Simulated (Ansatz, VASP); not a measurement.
**One calculation of AgRh, two programs**

INCAR

```
SYSTEM = AgRh
ALGO = Normal ; EDIFF = 1E-7
ENCUT = 520 ; GGA = PE
ISIF = 2 ; ISMEAR = -1
ISPIN = 2 ; LASPH = .True.
LCHARG = .False. ; LMAXMIX = 4
LORBIT = 11 ; LREAL = .False.
LWAVE = .False. ; MAGMOM = 0 0.4
NBANDS = 24 ; NELM = 150
PREC = Accurate ; SIGMA = 0.05
```

Contents of KPOINTS:

```
k-points
0
Gamma
  14 14 7
  0 0 0
```

Contents of POSCAR:

```
AgRh
1.0
    2.7775881998      0.0000000000      0.0000000000
   -1.3887940999      2.4054619423      0.0000000000
    0.0000000000      0.0000000000      4.8086020000
Ag Rh
1 1
Direct
    0.0000000000      0.0000000000      0.5000000000
    0.6666666667      0.3333333333      0.0000000000
```

Input for Ansatz:

```yaml
crystal:
  lattice:
    - [2.7775881998, 0.0, 0.0]
    - [-1.3887940999, 2.4054619423, 0.0]
    - [0.0, 0.0, 4.808602]
  atoms:
    - { symbol: Ag, position: [0.0, 0.0, 0.5] }
    - { symbol: Rh, position: [0.6666666667, 0.3333333333, 0.0], spin: 0.4 }
magnetization:
  spin_polarized: true
kpoints:
  mp_grid: { grid: [14, 14, 7] }
scf:
  occupations: { method: fermi_dirac, width: 0.05 }
  lower_state_search: "off"
hamiltonian:
  xc: pbe
  pseudopotentials: { kind: all_electron, lapw: { basis_error: 0.001 } }
output:
  forces: true
  stress: true
  eigenvalues: false
  populations: true
  dos: { projected: true, de: 0.1, e_range: [-8, 5] }
```

Alike in both runs: task single point; functional PBE; k mesh 14 × 14 × 7; occupations fermi-dirac, width 0.05 eV; collinear spin.

|  | VASP | Ansatz |
| --- | --- | --- |
| version | VASP 6.6.1 | Ansatz 0.2.0 |
| potentials or method | VASP PAW PBE potentials, release 64 (Ag, Rh_pv), cutoff 520 eV | all-electron LAPW, scalar-relativistic |

VASP gave:

* pressure (GPa): -2.1
* traceless stress, the component that is largest in VASP (GPa): -0.41
* net moment per atom (μB): 0.23
* size of the moment on the site where the two differ most (μB): 0.45

Problem. Estimate Ansatz's values.

Solution. Pressure (GPa): -2.1; traceless stress, the component that is largest in VASP (GPa): -0.42; net moment per atom (μB): 0.23; size of the moment on the site where the two differ most (μB): 0.46.

Site moments also hang on the region over which each program counts them. Ansatz ran all-electron here, and VASP with PAW potentials.
